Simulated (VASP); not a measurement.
Pt:

```
Pt
1.0
     0.00000    1.96090    1.96090
     1.96090    0.00000    1.96090
     1.96090    1.96090    0.00000
Pt
1
Cartesian
  0.0000 0.0000 0.0000
```

Base run:

- Program: VASP 6.6.1
- Functional: PBEsol
- Potentials or basis: VASP PAW PBE potentials, release 64 (Pt)
- Cutoff: 500 eV
- k mesh: 8 × 8 × 8
- Occupations: methfessel-paxton, width 0.1 eV
- Spin: no spin polarisation

Its results: band gap on the k mesh zero (band 5 reaches 11.56 eV, above the bottom of band 6 at 9.34 eV); pressure -2.0 GPa.

**Question.** The run is repeated on the same cell with these changes: k mesh from 8 × 8 × 8 to 3 × 3 × 3. What comes out?

**Answer.** Band gap on the k mesh zero (band 5 reaches 10.34 eV, above the bottom of band 6 at 9.33 eV); pressure 7.7 GPa.

Caveats: some runs use coarse meshes; the PAW data sets were made with another functional, which shifts forces and pressure a little; spin-orbit coupling is left out, which moves the levels of the heavy elements.
